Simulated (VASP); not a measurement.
# Al3C2 (P6_3/m) in VASP: notebook, part 3 of 3

VASP 6.6.1.

## Step 7: Single point, PBE

This run uses another cell than the first one, of 12.21 Å³/atom, 0.986 times its volume.

File INCAR:

```
PREC     = Accurate       # precision mode
ENCUT    = 520            # plane-wave cutoff, eV
EDIFF    = 1E-6           # SCF threshold, eV
ISMEAR   = 0              # smearing method
SIGMA    = 0.1            # smearing width, eV
LREAL    = False          # projectors in reciprocal space
LASPH    = True           # aspherical terms in the spheres
NELM     = 60             # most SCF steps
ALGO     = Normal         # electronic algorithm
ISIF     = 2              # what is computed and relaxed
LWAVE    = False          # write WAVECAR
LCHARG   = False          # write CHGCAR
GGA      = PE             # functional
NBANDS   = 28             # bands
```

File KPOINTS:

```
Automatic mesh
0
Gamma
  12 12 8
```

File POSCAR:

```
Al3C2
1.0
    5.1864045572      0.0000000000      0.0000000000
   -2.5932022786      4.4915581008      0.0000000000
    0.0000000000      0.0000000000      5.2412517187
Al C
6 4
Direct
    0.3326178073      0.0425681750      0.2500000000
    0.6673821927      0.9574318250      0.7500000000
    0.9574318250      0.2900496323      0.2500000000
    0.0425681750      0.7099503677      0.7500000000
    0.7099503677      0.6673821927      0.2500000000
    0.2900496323      0.3326178073      0.7500000000
    0.3333333333      0.6666666667      0.2500000000
    0.6666666667      0.3333333333      0.7500000000
    0.0000000000      0.0000000000      0.0000000000
    0.0000000000      0.0000000000      0.5000000000
```

Potentials or basis: VASP PAW PBE potentials, release 64 (Al, C).

Run with:

```
> cat potpaw_PBE.64/Al/POTCAR potpaw_PBE.64/C/POTCAR > POTCAR
> mpirun -np 1 vasp_std > vasp.out
```

OUTCAR:

```text
PREC = Accurate
   ENCUT = 520
   EDIFF = 1E-6
   ISMEAR = 0
   LREAL = False
   LASPH = True
   NELM = 60
   ISIF = 2
   GGA = PE

 ion  position               nearest neighbor table
   1  0.333  0.043  0.250-   7 1.95   9 2.09  10 2.09   5 2.82   3 2.82   5 2.83   3 2.83   4 3.08
                             4 3.08   6 3.08   6 3.08   2 3.29   2 3.29
   2  0.667  0.957  0.750-   8 1.95   9 2.09  10 2.09   6 2.82   4 2.82   6 2.83   4 2.83   3 3.08
                             3 3.08   5 3.08   5 3.08   1 3.29   1 3.29
   3  0.957  0.290  0.250-   7 1.95   9 2.09  10 2.09   5 2.82   1 2.82   5 2.83   1 2.83   2 3.08
                             2 3.08   6 3.08   6 3.08   4 3.29   4 3.29
   4  0.043  0.710  0.750-   8 1.95   9 2.09  10 2.09   6 2.82   2 2.82   6 2.83   2 2.83   1 3.08
                             1 3.08   5 3.08   5 3.08   3 3.29   3 3.29
   5  0.710  0.667  0.250-   7 1.95   9 2.09  10 2.09   3 2.82   1 2.82   1 2.83   3 2.83   2 3.08
                             2 3.08   4 3.08   4 3.08   6 3.29   6 3.29
   6  0.290  0.333  0.750-   8 1.95   9 2.09  10 2.09   4 2.82   2 2.82   2 2.83   4 2.83   1 3.08
                             1 3.08   3 3.08   3 3.08   5 3.29   5 3.29
   7  0.333  0.667  0.250-   1 1.95   3 1.95   5 1.95
   8  0.667  0.333  0.750-   2 1.95   4 1.95   6 1.95
[... 955 lines left out ...]

 [... further k-points ...]

------------------------ aborting loop because EDIFF is reached ----------------------------------------

  FORCE on cell =-STRESS in cart. coord.  units (eV):
  Direction    XX          YY          ZZ          XY          YZ          ZX
  --------------------------------------------------------------------------------------
  -------------------------------------------------------------------------------------
  Total       -0.0619693     -0.0619693     -0.0212625      0.0000000      0.0000000      0.0000000
  in kB       -0.8131844     -0.8131844     -0.2790147      0.0000004      0.0000000      0.0000000
  external PRESSURE =      -0.6351278 kB  Pullay stress =       0.0000000 kB

 VOLUME and BASIS-vectors are now :
 -----------------------------------------------------------------------------
  energy-cutoff  :      520.00
  volume of cell :      122.10
      direct lattice vectors                 reciprocal lattice vectors
     5.186404557  0.000000000  0.000000000     0.192811800  0.111319945  0.000000000
    -2.593202279  4.491558101  0.000000000     0.000000000  0.222639890  0.000000000
     0.000000000  0.000000000  5.241251719     0.000000000  0.000000000  0.190794118

 POSITION                                       TOTAL-FORCE (eV/Angst)
 -----------------------------------------------------------------------------------
      1.61470      0.19120      1.31031        -0.005478      0.003012     -0.000000
      0.97850      4.30036      3.93094         0.005478     -0.003012     -0.000000
      4.21347      1.30277      1.31031         0.000131     -0.006250     -0.000000
     -1.62027      3.18878      3.93094        -0.000131      0.006250      0.000000
      1.95143      2.99759      1.31031         0.005347      0.003238     -0.000000
      0.64177      1.49397      3.93094        -0.005347     -0.003238      0.000000
     -0.00000      2.99437      1.31031        -0.000000     -0.000000     -0.000000
      2.59320      1.49719      3.93094        -0.000000     -0.000000      0.000000
      0.00000      0.00000      0.00000        -0.000000     -0.000000     -0.000000
      0.00000      0.00000      2.62063        -0.000000     -0.000000     -0.000000
 -----------------------------------------------------------------------------------
    total drift:                               -0.000000     -0.000000     -0.000000

  FREE ENERGIE OF THE ION-ELECTRON SYSTEM (eV)
  ---------------------------------------------------
  free  energy   TOTEN  =       -54.7832965334 eV

  energy  without entropy=      -54.7737034682  energy(sigma->0) =      -54.77850000
```

stdout:

```text
POSCAR found type information on POSCAR AlC
 POSCAR found :  2 types and      10 ions
 scaLAPACK will be used
 LDA part: xc-table for (Slater+PW92), standard interpolation
 POSCAR, INCAR and KPOINTS ok, starting setup
 FFT: planning ... GRIDC
 FFT: planning ... GRID_SOFT
 FFT: planning ... GRID
 WAVECAR not read
 entering main loop
```

Wall time 3.8 min (1 thread of Intel Xeon 6975P-C (Granite Rapids), shared host); peak memory 0.45 GiB.

Results:

* Free energy: -54.7833 eV
* Pressure: -0.1 GPa
* Largest force: 0.006 eV/Å
* Band gap on the k mesh: zero (band 17 reaches 8.74 eV, above the bottom of band 18 at 7.48 eV)

Forces in eV/Å, atoms in the order of the input:
```
Al  -0.005  0.003  0.000
Al   0.005 -0.003  0.000
Al   0.000 -0.006  0.000
Al   0.000  0.006  0.000
Al   0.005  0.003  0.000
Al  -0.005 -0.003  0.000
C    0.000  0.000  0.000
C    0.000  0.000  0.000
C    0.000  0.000  0.000
C    0.000  0.000  0.000
```

Levels at points of the mesh, in eV from the Fermi level:
```tsv
k point	band 14	band 15	band 16	band 17	band 18	band 19	band 20	band 21
(0.00, 0.00, 0.00)	-2.95	-2.24	-2.24	-0.97	0.62	0.62	0.83	2.34
(0.50, 0.00, 0.00)	-2.30	-2.13	-1.04	-0.47	0.83	1.13	2.43	3.26
(0.00, 0.00, 0.50)	-3.72	-3.62	-3.62	0.92	0.92	2.37	2.37	2.37
(0.50, 0.00, 0.50)	-2.06	-1.92	-1.92	0.61	0.61	2.03	2.03	2.16
```

## Step 8: Overview

```tsv
task	cell	k mesh	cutoff (eV)	gap on the mesh (eV)	pressure (GPa)	largest force (eV/Å)
single point	a = 5.178, b = 5.178, c = 5.334 Å, angles 90.0, 90.0, 120.0°, 10 atoms	3 × 3 × 4	520	none	-0.1	-
single point	a = 6.802, b = 6.802, c = 4.215 Å, angles 90.0, 90.0, 120.0°, 10 atoms	3 × 3 × 4	520	none	-21.6	0.74
single point	a = 5.178, b = 5.178, c = 5.334 Å, angles 90.0, 90.0, 120.0°, 10 atoms	6 × 6 × 4	520	none	0.0	0.01
relaxation of cell and atoms	relaxed from a = 6.802, b = 6.802, c = 4.215 Å, angles 90.0, 90.0, 120.0°, 10 atoms	3 × 3 × 4	600	none	0.1	0.01
relaxation of cell and atoms	relaxed from a = 5.178, b = 5.178, c = 5.334 Å, angles 90.0, 90.0, 120.0°, 10 atoms	6 × 6 × 4	600	none	-0.1	0.01
single point	a = 5.186, b = 5.186, c = 5.241 Å, angles 90.0, 90.0, 120.0°, 10 atoms	12 × 12 × 8	520	none	-0.1	0.01
```

Alike in all rows: level PBE; potentials or basis VASP PAW PBE potentials, release 64 (Al, C); no spin polarisation; smearing gaussian 0.1 eV.

Caveats: some runs use coarse meshes; the volume moved by over 15 % at a fixed basis, so the end points are rough (some runs); the relaxation stopped at its first step, so nothing moved (some runs).

Absolute energies hang on the potentials; compare differences alone.
